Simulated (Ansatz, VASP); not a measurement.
**SrO in VASP and in Ansatz**

```
Sr O
1.0
     3.57695    0.00000    0.00000
    -1.78847    3.09773    0.00000
     0.00000    0.00000    6.24262
Sr O
2 2
Direct
  0.33333 0.66667 0.25000
  0.66667 0.33333 0.75000
  0.00000 0.00000 0.00000
  0.00000 0.00000 0.50000
```

Alike in both runs: task single point; functional PBE; k mesh 9 × 9 × 4; occupations gaussian, width 0.05 eV; no spin polarisation.

|  | VASP | Ansatz |
| --- | --- | --- |
| version | VASP 6.6.1 | Ansatz 0.2.0 |
| potentials or method | VASP PAW PBE potentials, release 64 (Sr_sv, O), cutoff 520 eV | scalar-relativistic, plane waves, PAW |
| valence electrons in the cell | 32 | 32 |

VASP gave:

```
gap on the k mesh at the Fermi level (eV) : 2.97
least direct gap on the mesh (eV)         : 2.97
pressure (GPa)                            : 0.5
```

Q: What did Ansatz give for the same quantities?

A: gap on the k mesh at the Fermi level (eV): 2.97; least direct gap on the mesh (eV): 2.97; pressure (GPa): 0.0.

With one functional, cell and mesh, what is left measures potentials, basis and numerics.
